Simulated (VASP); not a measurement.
# CuO2 (Fm-3m) in VASP: a series of runs, part 2 of 2

VASP 6.6.1.

**3. Single point, PBE**

This run uses another cell than the first one, of 9.50 Å³/atom, 0.955 times its volume.

The input, INCAR:

```
PREC = Accurate ; ENCUT = 520
EDIFF = 1E-7 ; ISMEAR = 0
SIGMA = 0.1 ; LREAL = False
LASPH = True ; NELM = 60
ALGO = Normal ; ISIF = 2
LWAVE = False ; LCHARG = False
GGA = PE ; NBANDS = 18
```

The input, KPOINTS:

```
regular mesh
0
Gamma
  14 14 14
```

The input, POSCAR:

```
CuO2
1.0
    0.0000000000      2.4240690854      2.4240690854
    2.4240690854      0.0000000000      2.4240690854
    2.4240690854      2.4240690854      0.0000000000
Cu O
1 2
Direct
    0.0000000000      0.0000000000      0.0000000000
    0.2500000000      0.2500000000      0.2500000000
    0.7500000000      0.7500000000      0.7500000000
```

Potentials or basis: VASP PAW PBE potentials, release 64 (Cu, O).

Command:

```
cat potpaw_PBE.64/Cu/POTCAR potpaw_PBE.64/O/POTCAR > POTCAR
mpirun -np 1 vasp_std > vasp.out
```

OUTCAR:

```text
PREC = Accurate
   ENCUT = 520
   EDIFF = 1E-7
   ISMEAR = 0
   LREAL = False
   LASPH = True
   NELM = 60
   ISIF = 2
   GGA = PE

 ion  position               nearest neighbor table
   1  0.000  0.000  0.000-   3 2.10   3 2.10   3 2.10   2 2.10   3 2.10   2 2.10   2 2.10   2 2.10

   2  0.250  0.250  0.250-   1 2.10   1 2.10   1 2.10   1 2.10
   3  0.750  0.750  0.750-   1 2.10   1 2.10   1 2.10   1 2.10

  LATTYP: Found a face centered cubic cell.
 ALAT       =     4.8481381708

  Lattice vectors:

 A1 = (   0.0000000000,   2.4240690854,   2.4240690854)
 A2 = (   2.4240690854,   0.0000000000,   2.4240690854)
 A3 = (   2.4240690854,   2.4240690854,   0.0000000000)

Analysis of symmetry for initial positions (statically):
=====================================================================
 Subroutine PRICEL returns:
 Original cell was already a primitive cell.

 Routine SETGRP: Setting up the symmetry group for a
 face centered cubic supercell.

 Subroutine GETGRP returns: Found 48 space group operations
 (whereof 48 operations were pure point group operations)
 out of a pool of 48 trial point group operations.
[... 165 lines left out ...]

 E-fermi :   4.0897     XC(G=0): -11.7871

 val. band max:        4.0864875004   @ k =   0.4286   0.3571   0.0000
 cond. band min:       4.0917955279   @ k =  -0.4286   0.5000   0.0714
 fundamental gap:      0.0053080275
 Fermi energy:         4.0897443693

 k-point     1 :       0.0000    0.0000    0.0000
  band No.  band energies     occupation
      1     -15.5602      2.00000
      2     -11.7079      2.00000
      3      -1.5744      2.00000
      4      -1.5744      2.00000
      5      -1.5744      2.00000
      6       1.2493      2.00000
[... 481 lines left out ...]
      5      -0.1719      2.00000
      6      -0.0299      2.00000
[... 10 lines left out ...]
     17      18.0978      0.00000
     18      22.0046      0.00000

 [... further k-points ...]

------------------------ aborting loop because EDIFF is reached ----------------------------------------

  FORCE on cell =-STRESS in cart. coord.  units (eV):
  Direction    XX          YY          ZZ          XY          YZ          ZX
  --------------------------------------------------------------------------------------
  -------------------------------------------------------------------------------------
  Total       -0.1963128     -0.1963128     -0.1963128     -0.0000000     -0.0000000      0.0000000
  in kB      -11.0406387    -11.0406387    -11.0406387     -0.0000000     -0.0000000      0.0000000
  external PRESSURE =     -11.0406387 kB  Pullay stress =       0.0000000 kB

 VOLUME and BASIS-vectors are now :
 -----------------------------------------------------------------------------
  energy-cutoff  :      520.00
  volume of cell :       28.49
      direct lattice vectors                 reciprocal lattice vectors
     0.000000000  2.424069085  2.424069085    -0.206264748  0.206264748  0.206264748
     2.424069085  0.000000000  2.424069085     0.206264748 -0.206264748  0.206264748
     2.424069085  2.424069085  0.000000000     0.206264748  0.206264748 -0.206264748

 POSITION                                       TOTAL-FORCE (eV/Angst)
 -----------------------------------------------------------------------------------
      0.00000      0.00000      0.00000         0.000000     -0.000000      0.000000
      1.21203      1.21203      1.21203        -0.000000     -0.000000     -0.000000
      3.63610      3.63610      3.63610         0.000000      0.000000      0.000000
 -----------------------------------------------------------------------------------
    total drift:                               -0.000000      0.000000      0.000000

  FREE ENERGIE OF THE ION-ELECTRON SYSTEM (eV)
  ---------------------------------------------------
  free  energy   TOTEN  =       -12.9422256132 eV

  energy  without entropy=      -12.8893166576  energy(sigma->0) =      -12.91577114
```

Wall time 55 s (1 thread of AMD EPYC 9R45 (Zen 5), shared host); peak memory 0.15 GiB.

What came out:

```
Free energy : -12.9422 eV
Pressure    : -1.1 GPa
```

Levels at points of the mesh, in eV from the Fermi level:
```csv
k point,band 8,band 9,band 10,band 11,band 12,band 13,band 14,band 15
"(0.00, 0.00, 0.00)",-1.00,-1.00,-1.00,-0.09,-0.09,-0.09,5.69,11.89
"(0.50, 0.00, 0.00)",-2.80,-2.77,-2.77,-2.18,0.04,0.04,9.62,10.86
"(0.50, 0.50, 0.00)",-2.68,-2.43,-2.29,0.05,0.63,0.63,8.60,11.96
```

Caveat: an odd number of electrons without spin polarisation forces a metal; a magnetic or distorted state may lie lower; semilocal functionals often make such compounds metallic where correlation or magnetic order opens a gap, which also shifts bond lengths. With open d or f shells a metallic result of PBE can be an artefact of self-interaction; +U or a hybrid may open a gap.
